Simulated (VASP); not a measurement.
# SnO (P4/nmm) in VASP: further runs

The runs below take SnO through single point, with PBE0, RPBE, PBE, revPBE.

All numbers are computed with VASP 6.6.1; they aren't measurements. Logs are shortened: lines on timing, memory, paths and dates and some standing lists are left out, and cuts for length are marked.

**1. The cell of the first run**

Symmetry: P4/nmm, No. 129, tetragonal system. Conventional cell: a = 3.801 Å, b = 3.801 Å, c = 5.037 Å, α = 90.00°, β = 90.00°, γ = 90.00°. Within 2.9 Å of Sn (site symmetry 4mm) lie 4 O at 2.22 Å. O (site symmetry -4m2) has 4 Sn at 2.22 Å and 4 O at 2.69 Å within 2.9 Å.

**2. Single point, PBE0**

The input, POSCAR:

```
SnO
1.0
    3.8005680465      0.0000000000      0.0000000000
    0.0000000000      3.8005680465      0.0000000000
    0.0000000000      0.0000000000      5.0374393916
Sn O
2 2
Direct
    0.5000000000      0.0000000000      0.7725860560
    0.0000000000      0.5000000000      0.2274139440
    0.0000000000      0.0000000000      0.0000000000
    0.5000000000      0.5000000000      0.0000000000
```

The input, INCAR.step1:

```
SYSTEM = SnO
PREC     = Accurate       ! precision mode
ENCUT    = 520            ! plane-wave cutoff, eV
EDIFF    = 1E-5           ! SCF threshold, eV
ISMEAR   = -1             ! smearing method
SIGMA    = 0.05           ! smearing width, eV
LREAL    = .False.        ! projectors in reciprocal space
LASPH    = .True.         ! aspherical terms in the spheres
NELM     = 60             ! most SCF steps
ALGO     = Normal         ! electronic algorithm
ISIF     = 2              ! what is computed and relaxed
LWAVE    = .True.         ! write WAVECAR
LCHARG   = .False.        ! write CHGCAR
GGA      = PE             ! functional
NBANDS   = 28             ! bands
```

The input, INCAR.step2:

```
SYSTEM = SnO
PREC     = Accurate       ! precision mode
ENCUT    = 520            ! plane-wave cutoff, eV
EDIFF    = 1E-7           ! SCF threshold, eV
ISMEAR   = -1             ! smearing method
SIGMA    = 0.05           ! smearing width, eV
LREAL    = .False.        ! projectors in reciprocal space
LASPH    = .True.         ! aspherical terms in the spheres
NELM     = 60             ! most SCF steps
ALGO     = Normal         ! electronic algorithm
ISIF     = 2              ! what is computed and relaxed
LWAVE    = .False.        ! write WAVECAR
LCHARG   = .False.        ! write CHGCAR
GGA      = PE             ! functional
LHFCALC  = .True.         ! exact exchange
AEXX     = 0.25           ! exact-exchange fraction
PRECFOCK = Normal       
ISTART   = 1            
NBANDS   = 28             ! bands
```

The input, KPOINTS:

```
Automatic mesh
0
Gamma
  4 4 3
  0 0 0
```

Potentials or basis: VASP PAW PBE potentials, release 64 (Sn_d, O).

Launch:

```
$ cat potpaw_PBE.64/Sn_d/POTCAR potpaw_PBE.64/O/POTCAR > POTCAR
$ cp INCAR.step1 INCAR
$ mpirun -np 1 vasp_std > vasp.out
$ cp INCAR.step2 INCAR
$ mpirun -np 1 vasp_std > vasp.out
```

OUTCAR:

```text
SYSTEM = SnO
   PREC = Accurate
   ENCUT = 520
   EDIFF = 1E-7
   ISMEAR = -1
   LREAL = .False.
   LASPH = .True.
   NELM = 60
   ISIF = 2
   GGA = PE
   LHFCALC = .True.
   AEXX = 0.25
   PRECFOCK = Normal
   ISTART = 1

 ion  position               nearest neighbor table
   1  0.500  0.000  0.773-   3 2.22   4 2.22   4 2.22   3 2.22   2 3.53   2 3.53   2 3.53   2 3.53

   2  0.000  0.500  0.227-   3 2.22   4 2.22   3 2.22   4 2.22   1 3.53   1 3.53   1 3.53   1 3.53

   3  0.000  0.000  0.000-   1 2.22   2 2.22   2 2.22   1 2.22
   4  0.500  0.500  0.000-   1 2.22   2 2.22   1 2.22   2 2.22

  LATTYP: Found a simple tetragonal cell.
 ALAT       =     3.8005680465
 C/A-ratio  =     1.3254438100

  Lattice vectors:

 A1 = (   3.8005680465,   0.0000000000,   0.0000000000)
 A2 = (   0.0000000000,   3.8005680465,   0.0000000000)
 A3 = (   0.0000000000,   0.0000000000,   5.0374393916)

Analysis of symmetry for initial positions (statically):
=====================================================================
 Subroutine PRICEL returns:
 Original cell was already a primitive cell.

 Routine SETGRP: Setting up the symmetry group for a
 simple tetragonal supercell.

 Subroutine GETGRP returns: Found 16 space group operations
 (whereof  8 operations were pure point group operations)
 out of a pool of 16 trial point group operations.

The static configuration has the point symmetry D_2d.
 The point group associated with its full space group is D_4h.

Analysis of symmetry for dynamics (positions and initial velocities):
=====================================================================
 Subroutine PRICEL returns:
 Original cell was already a primitive cell.

 Routine SETGRP: Setting up the symmetry group for a
 simple tetragonal supercell.

 Subroutine GETGRP returns: Found 16 space group operations
 (whereof  8 operations were pure point group operations)
 out of a pool of 16 trial point group operations.

The dynamic configuration has the point symmetry D_2d.
 The point group associated with its full space group is D_4h.

 Subroutine INISYM returns: Found 16 space group operations
 (whereof  8 operations are pure point group operations),
 and found     1 'primitive' translations

[... 87 lines left out ...]
   EDIFFG = 0.1E-05   stopping-criterion for IOM
   NSW    =      0    number of steps for IOM
   IBRION =     -1    ionic relax: 0-MD 1-quasi-New 2-CG
   NFREE  =      0    steps in history (QN), initial steepest desc. (CG)
   ISIF   =      2    stress and relaxation
   ISYM   =      3    0-nonsym 1-usesym 2-fastsym
   POTIM  = 0.5000    time-step for ionic-motion
   TEBEG  =    0.0;   TEEND  =   0.0 temperature during run
   PSTRESS=    0.0 pullay stress
   NELECT =      40.0000    total number of electrons
   NUPDOWN=      -1.0000    fix difference up-down
   EMIN   =  10.00;   EMAX   =-10.00  energy-range for DOS
   EFERMI =   0.00;   METHOD = LEGACY
   ISMEAR =    -1;   SIGMA  =   0.05  broadening in eV -4-tet -1-fermi 0-gaus
   EFERMI_NEDOS =   21; number of points for ismear=-14 and -15
   IALGO  =     38    algorithm
   IMIX   =      1    mixing-type and parameters
     AMIX     =   0.40;   BMIX     =  1.00
     AMIX_MAG =   1.60;   BMIX_MAG =  1.00
  volume/ion in A,a.u.               =      18.19       122.76
  Fermi-wavevector in a.u.,A,eV,Ry     =   1.341094  2.534300 24.470527  1.798533
  Thomas-Fermi vector in A             =   2.469355
   LORBIT       =      0    0 simple, 1 ext, 2 COOP (PROOUT), +10 PAW based schemes
   GGA     = PE    functional components
   LHFCALC =     T    Hartree Fock is set to
   PRECFOCK=normal    Normal, Fast or Accurate (Low or Medium for compatibility)
   ENCUT4O =  -1.0   cutoff for four orbital integrals eV
   NKREDX  =     1    reduce k-point grid by
   NKREDY  =     1    reduce k-point grid by
   NKREDZ  =     1    reduce k-point grid by
   AEXX    =    0.2500 exact exchange contribution
   HFSCREEN=    0.0000 screening length (either q_TF or 0.3 A-1)
   HFSCREENC=   0.0000 screening length for correlation (either q_TF or 0.3 A-1)
   ENCUTFOCK=  -1.0 apply spherical cutoff to Coloumb kernel
   IVDW    =     0    specifies the selected vdW correction
   LEPSILON=     F    determine dielectric tensor
   LRPA    =     F    only Hartree local field effects (RPA)
 non-spin polarized calculation
  energy-cutoff  :      520.00
  volume of cell :       72.76
 maximum number of plane-waves:      1974
  NGX = 24; NGY = 24; NGZ = 30

 number of electron      39.9999993 magnetization

 Free energy of the ion-electron system (eV)
  ---------------------------------------------------
  ext. energy  EPLUGINS =         0.00000000
  ---------------------------------------------------
  free energy    TOTEN  =       -30.16748664 eV

  energy without entropy =      -30.16748661  energy(sigma->0) =      -30.16748662

 E-fermi :   6.8870     XC(G=0):  -7.9033

 val. band max:        6.1670087919   @ k =   0.0000   0.0000   0.0000
 cond. band min:       7.6417902742   @ k =   0.5000   0.5000   0.0000
 fundamental gap:      1.4747814822
 Fermi energy:         6.8870181557

 k-point     1 :       0.0000    0.0000    0.0000
  band No.  band energies     occupation
      1     -18.2108      2.00000
      2     -17.6814      2.00000
      3     -17.6553      2.00000
      4     -17.6553      2.00000
      5     -17.6032      2.00000
      6     -17.5856      2.00000
[... 361 lines left out ...]
     27      16.7541      0.00000
     28      16.7541      0.00000

------------------------ aborting loop because EDIFF is reached ----------------------------------------

  FORCE on cell =-STRESS in cart. coord.  units (eV):
  Direction    XX          YY          ZZ          XY          YZ          ZX
  --------------------------------------------------------------------------------------
  -------------------------------------------------------------------------------------
  Total        0.1152201      0.1152201      0.1328267      0.0000000      0.0000000      0.0000000
  in kB        2.5370677      2.5370677      2.9247531      0.0000000      0.0000000      0.0000000
  external PRESSURE =       2.6662961 kB  Pullay stress =       0.0000000 kB

 VOLUME and BASIS-vectors are now :
 -----------------------------------------------------------------------------
  energy-cutoff  :      520.00
  volume of cell :       72.76
      direct lattice vectors                 reciprocal lattice vectors
     3.800568047  0.000000000  0.000000000     0.263118562  0.000000000  0.000000000
     0.000000000  3.800568047  0.000000000     0.000000000  0.263118562  0.000000000
     0.000000000  0.000000000  5.037439392     0.000000000  0.000000000  0.198513555

 POSITION                                       TOTAL-FORCE (eV/Angst)
 -----------------------------------------------------------------------------------
      1.90028      0.00000      3.89186        -0.000000      0.000000     -0.122468
      0.00000      1.90028      1.14558         0.000000      0.000000      0.122468
      0.00000      0.00000      0.00000         0.000000      0.000000      0.000000
      1.90028      1.90028      0.00000         0.000000      0.000000      0.000000
 -----------------------------------------------------------------------------------
    total drift:                                0.000001      0.000001     -0.000002

  FREE ENERGIE OF THE ION-ELECTRON SYSTEM (eV)
  ---------------------------------------------------
  free  energy   TOTEN  =       -30.1674866426 eV

  energy  without entropy=      -30.1674866061  energy(sigma->0) =      -30.16748662
```

OSZICAR.step1:

```text
N       E                     dE             d eps       ncg     rms          rms(c)
DAV:   1     0.414763019562E+03    0.41476E+03   -0.20111E+04   716   0.218E+03
DAV:   2     0.370135225396E+02   -0.37775E+03   -0.36005E+03   704   0.536E+02
DAV:   3    -0.235006769915E+02   -0.60514E+02   -0.59408E+02   760   0.179E+02
DAV:   4    -0.263424189635E+02   -0.28417E+01   -0.28266E+01   780   0.414E+01
DAV:   5    -0.264087864628E+02   -0.66367E-01   -0.66361E-01   724   0.690E+00    0.118E+01
DAV:   6    -0.226802362845E+02    0.37286E+01   -0.16642E+01  1072   0.445E+01    0.492E+00
DAV:   7    -0.226827861942E+02   -0.25499E-02   -0.20303E+00   796   0.858E+00    0.249E+00
DAV:   8    -0.226697528055E+02    0.13033E-01   -0.26565E-01   912   0.361E+00    0.812E-01
DAV:   9    -0.226630018830E+02    0.67509E-02   -0.43380E-02  1072   0.221E+00    0.237E-01
DAV:  10    -0.226642753548E+02   -0.12735E-02   -0.64129E-03   876   0.720E-01    0.129E-01
DAV:  11    -0.226640408931E+02    0.23446E-03   -0.17146E-03   988   0.398E-01    0.240E-02
DAV:  12    -0.226640731349E+02   -0.32242E-04   -0.23206E-04   700   0.873E-02    0.333E-02
DAV:  13    -0.226640649019E+02    0.82329E-05   -0.46082E-05   696   0.687E-02
   1 F= -.22664065E+02 E0= -.22663746E+02  d E =-.638430E-03
```

Run time: 43 min. Hardware: 1 thread of AMD EPYC 7R13 (Zen 3), shared host; peak memory 0.18 GiB.

Results:

```
Free energy            : -30.1675 eV
Pressure               : 0.3 GPa
Largest force          : 0.122 eV/Å
Band gap on the k mesh : 1.47 eV (least direct gap 3.33 eV)
```

Forces on the atoms (eV/Å):
```
Sn   0.000  0.000 -0.122
Sn   0.000  0.000  0.122
O    0.000  0.000  0.000
O    0.000  0.000  0.000
```

Caveat: the PAW data sets were made with another functional, which shifts forces and pressure a little; spin-orbit coupling is left out, which moves the levels of the heavy elements; an odd mesh through Γ misses points on the zone boundary, where band edges can lie.

**3. Single point, RPBE**

This run uses another cell than the first one, of 17.77 Å³/atom.

The input, INCAR:

```
  PREC = Accurate
  ENCUT = 520
  EDIFF = 1E-6
  ISMEAR = -1
  SIGMA = 0.05
  LREAL = False
  LASPH = True
  NELM = 100
  ALGO = Normal
  ISIF = 2
  LWAVE = False
  LCHARG = False
  GGA = RP
  NBANDS = 28
```

The input, KPOINTS:

```
regular mesh
0
Gamma
  7 7 6
```

The input, POSCAR:

```
SnO
1.0
    3.8136952200      0.0000000000      0.0000000000
    0.0000000000      3.8136952200      0.0000000000
    0.0000000000      0.0000000000      4.8869133000
Sn O
2 2
Direct
    0.5000000000      0.0000000000      0.7646261400
    0.0000000000      0.5000000000      0.2353738600
    0.0000000000      0.0000000000      0.0000000000
    0.5000000000      0.5000000000      0.0000000000
```

Potentials or basis: VASP PAW PBE potentials, release 64 (Sn_d, O).

Launch:

```
$ cat potpaw_PBE.64/Sn_d/POTCAR potpaw_PBE.64/O/POTCAR > POTCAR
$ mpirun -np 1 vasp_std > vasp.out
```

Wall time 32 s (1 thread of AMD EPYC 9R45 (Zen 5), shared host); peak memory 0.18 GiB.

It converged, with:

* Free energy: -21.1407 eV
* Pressure: 6.5 GPa
* Largest force: 0.644 eV/Å
* Band gap on the k mesh: 0.37 eV (least direct gap 2.06 eV)

Forces on the atoms (eV/Å):
```
Sn   0.000  0.000 -0.644
Sn   0.000  0.000  0.644
O    0.000  0.000  0.000
O    0.000  0.000  0.000
```

Stress tensor (GPa, compression positive):
```
6.92 0.00 0.00
0.00 6.92 0.00
0.00 0.00 5.55
```

Levels at points of the mesh, in eV from the valence-band top:
```csv
k point,band 18,band 19,band 20,band 21,band 22,band 23
"(0.00, 0.00, 0.00)",-3.22,-3.22,0.00,2.06,4.34,4.72
"(0.00, 0.00, 0.50)",-3.23,-3.19,-2.26,1.76,3.04,3.04
```

Caveat: the cell stands under pressure; the PAW data sets were made with another functional, which shifts forces and pressure a little; spin-orbit coupling is left out, which moves the levels of the heavy elements; an odd mesh through Γ misses points on the zone boundary, where band edges can lie.

**4. Single point, PBE**

This run uses another cell than the first one, of 17.77 Å³/atom.

The input, INCAR:

```
SYSTEM = SnO
ALGO = Normal
EDIFF = 1E-7
ENCUT = 520
GGA = PE
ISIF = 2
ISMEAR = 0
LASPH = .TRUE.
LCHARG = .FALSE.
LREAL = .FALSE.
LWAVE = .FALSE.
NBANDS = 28
NELM = 60
PREC = Accurate
SIGMA = 0.012
```

The input, KPOINTS:

```
k-points
0
G
  7 7 6
  0 0 0
```

POSCAR is that of step 3.

Launch:

```
$ cat potpaw_PBE.64/Sn_d/POTCAR potpaw_PBE.64/O/POTCAR > POTCAR
$ mpirun -np 1 vasp_std > vasp.out
```

It took 35 s on 1 thread of AMD EPYC 9R45 (Zen 5), shared host; peak memory 0.18 GiB.

It converged, with:

* Free energy: -22.6852 eV
* Pressure: 3.8 GPa
* Largest force: 0.455 eV/Å
* Band gap on the k mesh: 0.38 eV (least direct gap 2.05 eV)

Forces in eV/Å, atoms in the order of the input:
```
Sn   0.000  0.000 -0.455
Sn   0.000  0.000  0.455
O    0.000  0.000  0.000
O    0.000  0.000  0.000
```

Stress tensor (GPa, compression positive):
```
4.14 0.00 0.00
0.00 4.14 0.00
0.00 0.00 3.23
```

Levels at points of the mesh, in eV from the valence-band top:
```
           k point  band 18  band 19  band 20  band 21  band 22  band 23
(0.00, 0.00, 0.00)    -3.18    -3.18     0.00     2.05     4.27     4.74
(0.00, 0.00, 0.50)    -3.19    -3.19    -2.21     1.68     3.03     3.03
```

Caveat: the cell stands under pressure; spin-orbit coupling is left out, which moves the levels of the heavy elements; an odd mesh through Γ misses points on the zone boundary, where band edges can lie.

**5. Single point, revPBE**

This run uses another cell than the first one, of 20.45 Å³/atom.

The input, INCAR:

```
SYSTEM = SnO
ALGO     = Normal         ! electronic algorithm
EDIFF    = 1E-6           ! SCF threshold, eV
ENCUT    = 520            ! plane-wave cutoff, eV
GGA      = RE             ! functional
ISIF     = 2              ! what is computed and relaxed
ISMEAR   = -1             ! smearing method
LASPH    = .True.         ! aspherical terms in the spheres
LCHARG   = .False.        ! write CHGCAR
LREAL    = .False.        ! projectors in reciprocal space
LWAVE    = .False.        ! write WAVECAR
NBANDS   = 28             ! bands
NELM     = 80             ! most SCF steps
PREC     = Accurate       ! precision mode
SIGMA    = 0.05           ! smearing width, eV
```

The input, KPOINTS:

```
k-points
0
Gamma
  7 7 6
  0 0 0
```

The input, POSCAR:

```
SnO
1.0
    3.8996012942      0.0000000000      0.0000000000
    0.0000000000      3.8996012942      0.0000000000
    0.0000000000      0.0000000000      5.3799140318
Sn O
2 2
Direct
    0.5000000000      0.0000000000      0.7837663450
    0.0000000000      0.5000000000      0.2162336550
    0.0000000000      0.0000000000      0.0000000000
    0.5000000000      0.5000000000      0.0000000000
```

Launch:

```
$ cat potpaw_PBE.64/Sn_d/POTCAR potpaw_PBE.64/O/POTCAR > POTCAR
$ mpirun -np 1 vasp_std > vasp.out
```

It took 36 s on 1 thread of AMD EPYC 9R45 (Zen 5), shared host; peak memory 0.19 GiB.

Results (log left out):

- Free energy: -21.4416 eV
- Pressure: 0.2 GPa
- Largest force: 0.077 eV/Å
- Band gap on the k mesh: 1.20 eV (least direct gap 1.80 eV)

Forces on the atoms (eV/Å):
```
Sn   0.000  0.000 -0.077
Sn   0.000  0.000  0.077
O    0.000  0.000  0.000
O    0.000  0.000  0.000
```

Levels at points of the mesh, in eV from the valence-band top:
```tsv
k point	band 17	band 18	band 19	band 20	band 21	band 22	band 23	band 24
(0.00, 0.00, 0.00)	-2.94	-2.68	-2.68	0.00	1.80	3.75	5.29	5.29
(0.00, 0.00, 0.50)	-2.97	-2.69	-2.69	-1.72	1.85	3.75	3.75	3.82
```

Caveat: the PAW data sets were made with another functional, which shifts forces and pressure a little; spin-orbit coupling is left out, which moves the levels of the heavy elements; an odd mesh through Γ misses points on the zone boundary, where band edges can lie.

**6. The runs side by side**

```tsv
level	cell	k mesh	smearing	grid for exact exchange (PRECFOCK)	share of exact exchange	gap on the mesh (eV)	pressure (GPa)	largest force (eV/Å)
PBE0	a = 3.801, b = 3.801, c = 5.037 Å, 4 atoms, atomic positions A	4 × 4 × 3	fermi-dirac 0.05 eV	Normal	0.25	1.47	0.3	0.12
RPBE	a = 3.814, b = 3.814, c = 4.887 Å, 4 atoms, atomic positions B	7 × 7 × 6	fermi-dirac 0.05 eV	-	-	0.37	6.5	0.64
PBE	a = 3.814, b = 3.814, c = 4.887 Å, 4 atoms, atomic positions B	7 × 7 × 6	gaussian 0.012 eV	-	-	0.38	3.8	0.46
revPBE	a = 3.900, b = 3.900, c = 5.380 Å, 4 atoms, atomic positions C	7 × 7 × 6	fermi-dirac 0.05 eV	-	-	1.20	0.2	0.08
```

Alike in all rows: task single point; potentials or basis VASP PAW PBE potentials, release 64 (Sn_d, O); no spin polarisation; cutoff (eV) 520.

Caveats: spin-orbit coupling is left out, which moves the levels of the heavy elements; an odd mesh through Γ misses points on the zone boundary, where band edges can lie; the PAW data sets were made with another functional, which shifts forces and pressure a little (at least some runs); the cell stands under pressure (at least some runs).

Total energies depend on the potentials used, so only differences within one code and one set of settings carry meaning.
